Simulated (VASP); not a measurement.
A run of VASP 6.6.1 is set up as follows.

Contents of INCAR:

```
SYSTEM = Te
PREC = Accurate
ENCUT = 520
EDIFF = 1E-6
ISMEAR = -1
SIGMA = 0.1
LREAL = .False.
LASPH = .True.
NELM = 80
ALGO = Normal
ISIF = 2
LWAVE = .False.
LCHARG = .False.
NBANDS = 9
```

KPOINTS

```
Automatic mesh
0
Gamma
  15 15 15
  0 0 0
```

POSCAR

```
Te
1.0
   -1.7178426811      1.7178426811      1.7178426811
    1.7178426811     -1.7178426811      1.7178426811
    1.7178426811      1.7178426811     -1.7178426811
Te
1
Direct
    0.0000000000      0.0000000000      0.0000000000
```

Potentials or basis: VASP PAW LDA potentials, release 64 (Te).

Launch:

```console
$ cat potpaw_LDA.64/Te/POTCAR > POTCAR
$ mpirun -np 1 vasp_std > vasp.out
```

Problem. Estimate the pressure.

Solution. 35.2 GPa.

Problem. Estimate the band gap on the k mesh.

Solution. Zero (band 3 reaches 18.44 eV, above the bottom of band 4 at 9.00 eV).

Caveat: spin-orbit coupling is left out, which moves the levels of the heavy elements.
